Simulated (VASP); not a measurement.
# Si3Sn (P1) in VASP: single point with PBEsol

Aim: the single point of Si3Sn with PBEsol.

Program: VASP 6.6.1. These are calculated values, not measurements. Logs are shortened: lines on timing, memory, paths and dates and some standing lists are left out, and cuts for length are marked.

**1. The cell of the first run**

The typed cell holds 64 atoms: a = 11.408 Å, b = 11.408 Å, c = 11.408 Å, α = 90.00°, β = 90.00°, γ = 90.00°.

**2. Single point, PBEsol**

Input file INCAR:

```
PREC = Accurate ; ENCUT = 520
EDIFF = 1E-6 ; ISMEAR = -1
SIGMA = 0.05 ; LREAL = Auto
LASPH = T ; NELM = 80
ALGO = Normal ; ISIF = 2
LWAVE = F ; LCHARG = F
GGA = PS ; NBANDS = 246
```

Input file KPOINTS:

```
Automatic mesh
0
Gamma
  1 1 1
  0.5 0.5 0.5
```

Input file POSCAR:

```
Si3Sn
1.0
   11.4078528512      0.0000000000      0.0000000000
    0.0000000000     11.4078528512      0.0000000000
    0.0000000000      0.0000000000     11.4078528512
Sn Si
16 48
Direct
    0.0056390000      0.0039210000      0.9917640000
    0.0086730000      0.4987360000      0.0122420000
    0.5015820000      0.0001420000      0.0066940000
    0.5112490000      0.4933430000      0.0119280000
    0.1233920000      0.1051580000      0.6290810000
    0.6325390000      0.6173850000      0.6101040000
    0.2540080000      0.2505150000      0.0027830000
    0.2620560000      0.2471030000      0.4938310000
    0.8705600000      0.8674720000      0.1365150000
    0.3590280000      0.6255760000      0.8795910000
    0.8707050000      0.1236120000      0.3782950000
    0.8717950000      0.6306000000      0.8676770000
    0.9866670000      0.2579100000      0.7514500000
    0.5014700000      0.2483510000      0.7464130000
    0.5020590000      0.7642840000      0.7456810000
    0.1147770000      0.3901770000      0.3661820000
    0.9990030000      0.9794460000      0.4956670000
    0.9856330000      0.5137100000      0.5061570000
    0.5025170000      0.9974980000      0.4950210000
    0.4921480000      0.4968690000      0.4861570000
    0.1272650000      0.1240130000      0.1383190000
    0.1350380000      0.6341900000      0.1378560000
    0.1216050000      0.6295560000      0.6182070000
    0.6263750000      0.1365960000      0.1332990000
    0.6303270000      0.1165250000      0.6157190000
    0.6300360000      0.6330150000      0.1388200000
    0.2389220000      0.7591710000      0.0130880000
    0.2513890000      0.7489430000      0.4972610000
    0.7490380000      0.2470830000      0.0065290000
    0.7398350000      0.2583720000      0.5031520000
    0.7377360000      0.7493210000      0.0023200000
    0.7585500000      0.7590590000      0.4877580000
    0.3795800000      0.3734700000      0.1453560000
    0.3763390000      0.3910280000      0.6210490000
    0.3678900000      0.8691300000      0.1362620000
    0.3704080000      0.8825040000      0.6108050000
    0.8663910000      0.3681420000      0.1305830000
    0.8635070000      0.3832310000      0.6152250000
    0.8773470000      0.8732130000      0.6218420000
    0.2506010000      0.9961410000      0.2565180000
    0.2592480000      0.9825800000      0.7531260000
    0.2616880000      0.5140840000      0.2475200000
    0.2396710000      0.5013290000      0.7349820000
    0.7303280000      0.0018260000      0.2537340000
    0.7542120000      0.9993940000      0.7450360000
    0.7505730000      0.5009690000      0.2559560000
    0.7498370000      0.4857890000      0.7483500000
    0.3897030000      0.1137810000      0.3652290000
    0.3694580000      0.1129540000      0.8678920000
    0.3767920000      0.6290730000      0.3752010000
    0.8571940000      0.1268420000      0.8763280000
    0.8755740000      0.6277910000      0.3754610000
    0.9946070000      0.2482940000      0.2397740000
    0.0101860000      0.7401170000      0.2632700000
    0.0083880000      0.7573430000      0.7389990000
    0.5037320000      0.2491950000      0.2553880000
    0.4985320000      0.7507600000      0.2566580000
    0.1322180000      0.3824410000      0.8662340000
    0.1285870000      0.8683240000      0.3769770000
    0.1339570000      0.8664740000      0.8681180000
    0.6202510000      0.3753460000      0.3745330000
    0.6404860000      0.3669730000      0.8787040000
    0.6199780000      0.8746480000      0.3756280000
    0.6400490000      0.8811790000      0.8762870000
```

Potentials or basis: VASP PAW PBE potentials, release 64 (Sn_d, Si).

On the command line:

```bash
cat potpaw_PBE.64/Sn_d/POTCAR potpaw_PBE.64/Si/POTCAR > POTCAR
mpirun -np 1 vasp_std > vasp.out
```

OUTCAR:

```text
PREC = Accurate
   ENCUT = 520
   EDIFF = 1E-6
   ISMEAR = -1
   LREAL = Auto
   LASPH = T
   NELM = 80
   ISIF = 2
   GGA = PS

 ion  position               nearest neighbor table
   1  0.006  0.004  0.992-  51 2.56  60 2.57  21 2.57   9 2.74
   2  0.009  0.499  0.012-  22 2.55  58 2.55  37 2.58  12 2.72
   3  0.502  0.000  0.007-  49 2.54  24 2.56  64 2.56  35 2.60
   4  0.511  0.493  0.012-  33 2.54  26 2.54  62 2.56  10 2.75
   5  0.123  0.105  0.629-  41 2.52  17 2.53  13 2.72   8 2.74
   6  0.633  0.617  0.610-  20 2.54  47 2.56  32 2.57  15 2.72
[... 56 lines left out ...]
  63  0.620  0.875  0.376-  19 2.37  44 2.37  57 2.40  32 2.42
  64  0.640  0.881  0.876-  31 2.36  45 2.40  15 2.54   3 2.56

  LATTYP: Found a simple cubic cell.
 ALAT       =    11.4078528512

  Lattice vectors:

 A1 = (  11.4078528512,   0.0000000000,   0.0000000000)
 A2 = (   0.0000000000,  11.4078528512,   0.0000000000)
 A3 = (   0.0000000000,   0.0000000000,  11.4078528512)

Analysis of symmetry for initial positions (statically):
=====================================================================
 Subroutine PRICEL returns:
 Original cell was already a primitive cell.

 Routine SETGRP: Setting up the symmetry group for a
 simple cubic supercell.

 Subroutine GETGRP returns: Found  1 space group operations
 (whereof  1 operations were pure point group operations)
 out of a pool of 48 trial point group operations.

The static configuration has the point symmetry C_1 .

Analysis of symmetry for dynamics (positions and initial velocities):
=====================================================================
 Subroutine PRICEL returns:
 Original cell was already a primitive cell.

 Routine SETGRP: Setting up the symmetry group for a
 simple cubic supercell.

 Subroutine GETGRP returns: Found  1 space group operations
 (whereof  1 operations were pure point group operations)
 out of a pool of 48 trial point group operations.

The dynamic configuration has the point symmetry C_1 .

 Subroutine INISYM returns: Found  1 space group operations
 (whereof  1 operations are pure point group operations),
 and found     1 'primitive' translations

----------------------------------------------------------------------------------------

                                     Primitive cell

  volume of cell :    1484.6078

  direct lattice vectors                    reciprocal lattice vectors
    11.407852851  0.000000000  0.000000000     0.087658915  0.000000000  0.000000000
     0.000000000 11.407852851  0.000000000     0.000000000  0.087658915  0.000000000
     0.000000000  0.000000000 11.407852851     0.000000000  0.000000000  0.087658915

  length of vectors
    11.407852851 11.407852851 11.407852851     0.087658915  0.087658915  0.087658915

  position of ions in fractional coordinates (direct lattice)
     0.005639000  0.003921000  0.991764000
     0.008673000  0.498736000  0.012242000
     0.501582000  0.000142000  0.006694000
     0.511249000  0.493343000  0.011928000
     0.123392000  0.105158000  0.629081000
     0.632539000  0.617385000  0.610104000
[... 56 lines left out ...]
     0.619978000  0.874648000  0.375628000
     0.640049000  0.881179000  0.876287000

  ion indices of the primitive-cell ions
   primitive index   ion index
                 1           1
                 2           2
                 3           3
                 4           4
                 5           5
                 6           6
[... 56 lines left out ...]
                63          63
                64          64

----------------------------------------------------------------------------------------

 KPOINTS: Automatic mesh

Automatic generation of k-mesh.
 Grid dimensions read from file:
 generate k-points for:    1    1    1

 Generating k-lattice:

  Cartesian coordinates                     Fractional coordinates (reciprocal lattice)
     0.087658915  0.000000000  0.000000000     1.000000000  0.000000000  0.000000000
     0.000000000  0.087658915  0.000000000     0.000000000  1.000000000  0.000000000
     0.000000000  0.000000000  0.087658915     0.000000000  0.000000000  1.000000000

  Length of vectors
     0.087658915  0.087658915  0.087658915

  Shift w.r.t. Gamma in fractional coordinates (k-lattice)
     0.500000000  0.500000000  0.500000000

 Subroutine IBZKPT returns following result:
 ===========================================

 Found      1 irreducible k-points:

 Following reciprocal coordinates:
            Coordinates               Weight
  0.500000  0.500000  0.500000      1.000000
   k-points           NKPTS =      1   k-points in BZ     NKDIM =      1   number of bands    NBANDS=    246
   number of dos      NEDOS =    301   number of ions     NIONS =     64
   total plane-waves  NPLWV = 729000
   dimension x,y,z NGX =    90 NGY =   90 NGZ =   90
   dimension x,y,z NGXF=   180 NGYF=  180 NGZF=  180
   ions per type =              16  48
   NGX,Y,Z   is equivalent  to a cutoff of  13.12, 13.12, 13.12 a.u.
   NGXF,Y,Z  is equivalent  to a cutoff of  26.23, 26.23, 26.23 a.u.
 SYSTEM =  unknown system
   PREC   = accura    normal or accurate (medium, high low for compatibility)
   ISTART =      0    job   : 0-new  1-cont  2-samecut
   ICHARG =      2    charge: 1-file 2-atom 10-const
   ISPIN  =      1    spin polarized calculation?
   LNONCOLLINEAR =      F non collinear calculations
   LSORBIT =      F    spin-orbit coupling
   LASPH  =      T    aspherical Exc in radial PAW
   ENCUT  =  520.0 eV  38.22 Ry    6.18 a.u.  21.21 21.21 21.21*2*pi/ulx,y,z
   NELM   =     80;   NELMIN=  2; NELMDL= -5     # of ELM steps
   EDIFF  = 0.1E-05   stopping-criterion for ELM
   LREAL  =      T    real-space projection
   EDIFFG = 0.1E-04   stopping-criterion for IOM
   NSW    =      0    number of steps for IOM
   IBRION =     -1    ionic relax: 0-MD 1-quasi-New 2-CG
   NFREE  =      0    steps in history (QN), initial steepest desc. (CG)
   ISIF   =      2    stress and relaxation
   ISYM   =      2    0-nonsym 1-usesym 2-fastsym
   POTIM  = 0.5000    time-step for ionic-motion
   TEBEG  =    0.0;   TEEND  =   0.0 temperature during run
   PSTRESS=    0.0 pullay stress
   NELECT =     416.0000    total number of electrons
   NUPDOWN=      -1.0000    fix difference up-down
   EMIN   =  10.00;   EMAX   =-10.00  energy-range for DOS
   EFERMI =   0.00;   METHOD = LEGACY
   ISMEAR =    -1;   SIGMA  =   0.05  broadening in eV -4-tet -1-fermi 0-gaus
   EFERMI_NEDOS =   21; number of points for ismear=-14 and -15
   IALGO  =     38    algorithm
   IMIX   =      4    mixing-type and parameters
     AMIX     =   0.40;   BMIX     =  1.00
     AMIX_MAG =   1.60;   BMIX_MAG =  1.00
  volume/ion in A,a.u.               =      23.20       156.54
  Fermi-wavevector in a.u.,A,eV,Ry     =   1.071278  2.024421 15.614532  1.147636
  Thomas-Fermi vector in A             =   2.207013
   LORBIT       =      0    0 simple, 1 ext, 2 COOP (PROOUT), +10 PAW based schemes
   GGA     = PS    functional components
   LHFCALC =     F    Hartree Fock is set to
   AEXX    =    0.0000 exact exchange contribution
   IVDW    =     0    specifies the selected vdW correction
   LEPSILON=     F    determine dielectric tensor
   LRPA    =     F    only Hartree local field effects (RPA)
 non-spin polarized calculation
  energy-cutoff  :      520.00
  volume of cell :     1484.61
 maximum number of plane-waves:     39816
 NGX is ok and might be reduce to    84
   NGX = 43   NGY = 43   NGZ = 43

 number of electron     416.0000004 magnetization

 Free energy of the ion-electron system (eV)
  ---------------------------------------------------
  ext. energy  EPLUGINS =         0.00000000
  ---------------------------------------------------
  free energy    TOTEN  =      -331.41288155 eV

  energy without entropy =     -331.41271592  energy(sigma->0) =     -331.41279874

 E-fermi :   6.1506     XC(G=0):  -9.4729

 val. band max:        5.6602273077   @ k =   0.5000   0.5000   0.5000
 cond. band min:       6.6512199442   @ k =   0.5000   0.5000   0.5000
 fundamental gap:      0.9909926365
 Fermi energy:         6.1505981891

 k-point     1 :       0.5000    0.5000    0.5000
  band No.  band energies     occupation
      1     -15.3897      2.00000
      2     -15.3839      2.00000
      3     -15.3828      2.00000
      4     -15.3761      2.00000
      5     -15.3310      2.00000
      6     -15.3256      2.00000
[... 212 lines left out ...]
    219       7.0541      0.00000
    220       7.0720      0.00000
 [bands above 220 left out]

------------------------ aborting loop because EDIFF is reached ----------------------------------------

  FORCE on cell =-STRESS in cart. coord.  units (eV):
  Direction    XX          YY          ZZ          XY          YZ          ZX
  --------------------------------------------------------------------------------------
  -------------------------------------------------------------------------------------
  Total        0.9332141      0.5953150     -0.3960101      0.3273725      1.0681709      0.9050411
  in kB        1.0071175      0.6424594     -0.4273711      0.3532979      1.1527618      0.9767134
  external PRESSURE =       0.4074020 kB  Pullay stress =       0.0000000 kB

 VOLUME and BASIS-vectors are now :
 -----------------------------------------------------------------------------
  energy-cutoff  :      520.00
  volume of cell :     1484.61
      direct lattice vectors                 reciprocal lattice vectors
    11.407852851  0.000000000  0.000000000     0.087658915  0.000000000  0.000000000
     0.000000000 11.407852851  0.000000000     0.000000000  0.087658915  0.000000000
     0.000000000  0.000000000 11.407852851     0.000000000  0.000000000  0.087658915

 POSITION                                       TOTAL-FORCE (eV/Angst)
 -----------------------------------------------------------------------------------
      0.06433      0.04473     11.31390        -0.011565     -0.018865     -0.006279
      0.09894      5.68951      0.13965        -0.010400     -0.001045      0.001634
      5.72197      0.00162      0.07636        -0.011053     -0.009580      0.003405
      5.83225      5.62798      0.13607         0.000053     -0.004901     -0.013523
      1.40764      1.19963      7.17646         0.014635     -0.012306      0.000600
      7.21591      7.04304      6.95998         0.005797     -0.001602     -0.000832
[... 56 lines left out ...]
      7.07262      9.97786      4.28511        -0.005493     -0.015755      0.009274
      7.30158     10.05236      9.99655        -0.005991      0.019341      0.003186
 -----------------------------------------------------------------------------------
    total drift:                               -0.031237     -0.028217     -0.019717

  FREE ENERGIE OF THE ION-ELECTRON SYSTEM (eV)
  ---------------------------------------------------
  free  energy   TOTEN  =      -331.4128815534 eV

  energy  without entropy=     -331.4127159248  energy(sigma->0) =     -331.41279874
```

Wall time 19 min (1 thread of Intel Xeon 8259CL, shared host); peak memory 1.4 GiB.

Results:

* Free energy: -331.4129 eV
* Pressure: 0.0 GPa
* Largest force: 0.023 eV/Å
* Band gap on the k mesh: 0.99 eV

Forces in eV/Å, atoms in the order of the input:
```
Sn  -0.012 -0.019 -0.006
Sn  -0.010 -0.001  0.002
Sn  -0.011 -0.010  0.003
Sn   0.000 -0.005 -0.014
Sn   0.015 -0.012  0.001
Sn   0.006 -0.002 -0.001
Sn   0.000  0.002  0.002
Sn   0.001 -0.015  0.001
Sn  -0.007 -0.012  0.000
Sn   0.000  0.005  0.005
Sn  -0.005 -0.009 -0.010
Sn  -0.001  0.010 -0.010
Sn  -0.004  0.006  0.013
Sn   0.001 -0.007  0.005
Sn   0.000  0.005 -0.004
Sn  -0.005  0.009  0.004
Si   0.019  0.011  0.006
Si  -0.005 -0.002  0.012
Si   0.007  0.000  0.004
Si  -0.001  0.006 -0.008
Si   0.002  0.005 -0.010
Si   0.008 -0.002  0.002
Si  -0.007 -0.010 -0.005
Si  -0.009 -0.006 -0.007
Si  -0.005  0.003  0.001
Si  -0.004  0.010 -0.004
Si  -0.003 -0.006 -0.013
Si   0.002 -0.001  0.004
Si   0.001 -0.006  0.007
Si   0.009  0.003 -0.006
Si   0.006 -0.013 -0.001
Si  -0.001 -0.001  0.003
Si   0.001  0.006  0.005
Si  -0.008 -0.006  0.007
Si   0.003  0.002  0.000
Si   0.010  0.000  0.008
Si   0.001  0.000 -0.014
Si  -0.001 -0.005  0.008
Si  -0.001 -0.007 -0.003
Si  -0.004  0.010  0.006
Si  -0.011 -0.010 -0.010
Si   0.005 -0.007 -0.001
Si   0.002  0.012 -0.010
Si  -0.003  0.010  0.011
Si   0.006 -0.003 -0.001
Si   0.002  0.001 -0.001
Si  -0.001  0.010 -0.002
Si   0.002  0.007 -0.001
Si   0.008 -0.003 -0.004
Si   0.002  0.002  0.001
Si  -0.002  0.010 -0.003
Si   0.004  0.009  0.000
Si   0.002 -0.004  0.004
Si  -0.004  0.000 -0.004
Si   0.002  0.000  0.007
Si   0.009  0.007  0.000
Si   0.008 -0.003 -0.006
Si   0.003  0.001 -0.009
Si  -0.005  0.002 -0.001
Si   0.011  0.007  0.018
Si  -0.009  0.007  0.004
Si  -0.004  0.002  0.001
Si  -0.005 -0.016  0.009
Si  -0.006  0.019  0.003
```

Levels at points of the mesh, in eV from the valence-band top:
```csv
k point,band 205,band 206,band 207,band 208,band 209,band 210,band 211,band 212
"(0.50, 0.50, 0.50)",-0.23,-0.19,-0.06,0.00,0.99,1.04,1.09,1.16
```

Caveat: the k points lie up to 0.55 Å⁻¹ apart; the PAW data sets were made with another functional, which shifts forces and pressure a little; spin-orbit coupling is left out, which moves the levels of the heavy elements; a shifted mesh leaves out Γ, where band edges can lie. A k mesh can miss the band edges.
